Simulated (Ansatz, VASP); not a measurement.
One calculation of Te2Mo, two programs

POSCAR

```
Te2Mo
1.0
    3.3475808058      0.0000000000      0.0000000000
   -1.6737904029      2.8990900190      0.0000000000
    0.0000000000      0.0000000000     17.5238001931
Te Mo
2 1
Direct
    0.3333333333      0.6666666667      0.8979077081
    0.3333333333      0.6666666667      0.1020922919
    0.0000000000      0.0000000000      0.0000000000
```

File INCAR.step1:

```
ALGO = Normal ; EDIFF = 1E-4
ENCUT = 520 ; GGA = PE
ISMEAR = 0 ; LASPH = T
LCHARG = F ; LREAL = F
LWAVE = T ; NBANDS = 20
NELM = 80 ; PREC = Accurate
SIGMA = 0.05
```

INCAR.step2

```
ALGO = Normal ; EDIFF = 1E-6
ENCUT = 520 ; ISIF = 2
ISMEAR = 0 ; ISTART = 1
LASPH = T ; LCHARG = F
LMIXTAU = T ; LREAL = F
LWAVE = F ; METAGGA = R2SCAN
NBANDS = 20 ; NELM = 80
PREC = Accurate ; SIGMA = 0.05
```

The input KPOINTS:

```
k-points
0
Gamma
  12 12 2
```

Input for Ansatz:

```yaml
crystal:
  lattice:
    - [3.3475808058, 0.0, 0.0]
    - [-1.6737904029, 2.899090019, 0.0]
    - [0.0, 0.0, 17.5238001931]
  atoms:
    - { symbol: Te, position: [0.3333333333, 0.6666666667, 0.8979077081] }
    - { symbol: Te, position: [0.3333333333, 0.6666666667, 0.1020922919] }
    - { symbol: Mo, position: [0.0, 0.0, 0.0] }
basis:
  ecutwfc: 500
kpoints:
  mp_grid: { grid: [12, 12, 2] }
hamiltonian:
  xc: r2scan
scf:
  occupations: { method: gaussian, width: 0.05 }
output:
  forces: true
  stress: true
  eigenvalues: true
```

Change from the starting cell: strain -0.0600 x Voigt [1, 1, 0, 0, 0, 0], atoms carried along.

Alike in both runs: task single point; functional r2SCAN; k mesh 12 × 12 × 2; occupations gaussian, width 0.05 eV; no spin polarisation.

|  | VASP | Ansatz |
| --- | --- | --- |
| version | VASP 6.6.1 | Ansatz 0.2.0 |
| potentials or method | VASP PAW PBE potentials, release 64 (Te, Mo_sv), cutoff 520 eV | scalar-relativistic, plane waves, PAW |
| valence electrons in the cell | 26 | 46 |

VASP gave:

| Property | Result |
| --- | --- |
| gap on the k mesh at the Fermi level (eV) | 1.41 |
| least direct gap on the mesh (eV) | 1.65 |
| rms of the force components (eV/Å) | 0.652 |

Problem. Which values does Ansatz return?

Solution. gap on the k mesh at the Fermi level (eV): 1.41; least direct gap on the mesh (eV): 1.64; rms of the force components (eV/Å): 0.637.

VASP's potentials were made for PBE, not for r2SCAN. Atom by atom the forces differ by 0.015 eV/Å (rms over components). VASP's potentials hold 26 valence electrons a cell and Ansatz's 46, so a difference there can come from the potentials and not from the codes.

Spin-orbit coupling is off throughout.
